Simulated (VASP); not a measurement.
Set up this calculation in VASP 6.6.1, as the native input.

| Quantity | Value |
| --- | --- |
| Task | single point |
| Functional | PBE |
| Potentials or basis | VASP PAW PBE potentials, release 64 (Si, P) |
| Cutoff | 520 eV |
| k mesh | 6 × 6 × 4 |
| Occupations | gaussian, width 0.1 eV |
| Spin | no spin polarisation |
| Dipole correction | no |
| Further INCAR settings | ALGO = Normal; EDIFF = 1e-07; NBANDS = 22 |

The structure of Si2P lies in POSCAR:

```
Si2P
1.0
    4.4400559263     -0.0000000027      0.0000000000
   -2.2200279608      3.8452012277      0.0000000000
    0.0000000000      0.0000000000      5.0878398859
Si P
4 2
Direct
    0.0000000000      0.0000000000      0.0000000000
    0.0000000000      0.0000000000      0.5000000000
    0.3333333333      0.6666666667      0.7500000000
    0.6666666667      0.3333333333      0.2500000000
    0.3333333333      0.6666666667      0.2500000000
    0.6666666667      0.3333333333      0.7500000000
```

These files were run (other wordings do the same):

INCAR

```
PREC = Accurate
ENCUT = 520
EDIFF = 1E-7
ISMEAR = 0
SIGMA = 0.1
LREAL = F
LASPH = T
NELM = 60
ALGO = Normal
ISIF = 2
LWAVE = F
LCHARG = T
GGA = PE
LELF = T
LVHAR = T
NBANDS = 22
```

KPOINTS

```
Automatic mesh
0
Gamma
  6 6 4
```

Potentials or basis: VASP PAW PBE potentials, release 64 (Si, P).

Run with:

```sh
$ cat potpaw_PBE.64/Si/POTCAR potpaw_PBE.64/P/POTCAR > POTCAR
$ mpirun -np 1 vasp_std > vasp.out
```

Results of the run:

| Property | Result |
| --- | --- |
| Pressure | -0.2 GPa |
| Band gap on the k mesh | zero (band 13 reaches 11.89 eV, above the bottom of band 14 at 6.96 eV) |

Run time: 74 s on 1 thread of Oxide Virtual Turin-like Processor, on a shared host, peak memory 0.19 GiB.
